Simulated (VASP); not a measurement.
**H6C2O: single point with PBE+D3(BJ)**

System: H6C2O.

```
CELL_PARAMETERS angstrom
7.04192 0.00000 0.00000
0.00000 7.04192 0.00000
0.00000 0.00000 7.04192
ATOMIC_POSITIONS crystal
C 0.61304 0.94144 0.99248
C 0.58136 0.11102 0.11978
C 0.69468 0.49644 0.44333
C 0.52888 0.62540 0.40524
C 0.17788 0.16615 0.68630
C 0.13509 0.10311 0.48569
C 0.01527 0.51095 0.99723
C 0.08516 0.71492 0.95285
O 0.41692 0.21491 0.07755
O 0.42591 0.56955 0.24334
O 0.02159 0.92137 0.51097
O 0.16561 0.81116 0.12025
H 0.43464 0.34065 0.14817
H 0.57418 0.07024 0.27403
H 0.71875 0.19614 0.09794
H 0.74955 0.86732 0.03145
H 0.50695 0.82841 0.99809
H 0.63591 0.99611 0.84447
H 0.33550 0.66377 0.20348
H 0.43786 0.62139 0.53345
H 0.57758 0.77628 0.39340
H 0.77179 0.56020 0.56494
H 0.64011 0.36051 0.48937
H 0.78135 0.48142 0.30813
H 0.04044 0.86994 0.38649
H 0.04233 0.20797 0.41203
H 0.25834 0.08678 0.40061
H 0.22529 0.31214 0.72766
H 0.03679 0.15841 0.74910
H 0.27238 0.06894 0.76282
H 0.19025 0.94906 0.09201
H 0.20546 0.71089 0.84000
H 0.97180 0.80041 0.88297
H 0.99548 0.43552 0.86701
H 0.11818 0.44616 0.09887
H 0.86739 0.50033 0.06498
```

| Property | Result |
| --- | --- |
| Program | VASP 6.6.1 |
| Task | single point |
| Functional | PBE |
| Dispersion | D3(BJ) |
| Potentials or basis | VASP PAW PBE potentials, release 64 (C, O, H) |
| Cutoff | 520 eV |
| k mesh | 1 × 1 × 1 |
| Occupations | fermi-dirac, width 0.02 eV |
| Spin | no spin polarisation |

The pressure is -1.4 GPa. The largest force is 2.277 eV/Å. The band gap on the k mesh is 5.06 eV and the dispersion energy per atom is -0.041 eV.

Forces in eV/Å, atoms in the order of the input:
```
C    0.984 -0.389 -0.593
C    1.649 -0.184  0.782
C    0.462  0.460 -0.669
C   -0.101  1.129  0.879
C   -0.249  0.401  0.665
C   -1.793  0.184  1.158
C   -0.583  1.262  1.804
C    0.732 -0.019 -1.474
O   -0.066  1.202  0.212
O    0.929 -1.591 -0.138
O    1.264  1.812  0.006
O   -0.731  0.752 -0.316
H   -0.633 -0.709 -0.652
H    0.379 -0.082 -0.454
H   -1.036 -0.130  0.416
H   -0.739  0.619 -0.017
H   -0.292  0.218 -0.158
H   -0.326 -0.451  0.426
H   -0.830  1.013 -0.195
H   -0.207  0.071 -0.044
H   -0.064 -0.417 -0.154
H    0.258 -0.238 -0.492
H    0.043 -0.703  0.036
H   -0.287  0.052  1.302
H   -0.190 -1.022 -0.971
H    0.165 -0.197  0.196
H    1.052 -0.631 -0.756
H    0.130 -0.516 -1.043
H   -0.267 -0.183  0.653
H   -0.026 -0.090 -0.167
H   -0.081 -1.178 -0.020
H   -1.103 -0.209  1.022
H    0.360 -0.105  0.493
H    0.409 -0.511 -0.665
H   -0.446 -0.223 -0.714
H    1.237  0.603 -0.358
```

Stress tensor (GPa, compression positive):
```
-1.24 -2.42  0.26
-2.42 -2.01  0.62
 0.26  0.62 -0.87
```

Levels at points of the mesh, in eV from the valence-band top:
```csv
k point,band 38,band 39,band 40,band 41,band 42,band 43
"(0.00, 0.00, 0.00)",-0.32,-0.13,0.00,5.06,6.24,6.49
```

Run time: 26 s on 1 thread of Intel(R) Xeon(R) 6975P-C (Granite Rapids), on a shared host, peak memory 0.35 GiB.

Caveat: the k points lie up to 0.89 Å⁻¹ apart, too coarse for converged energies, forces and pressures.
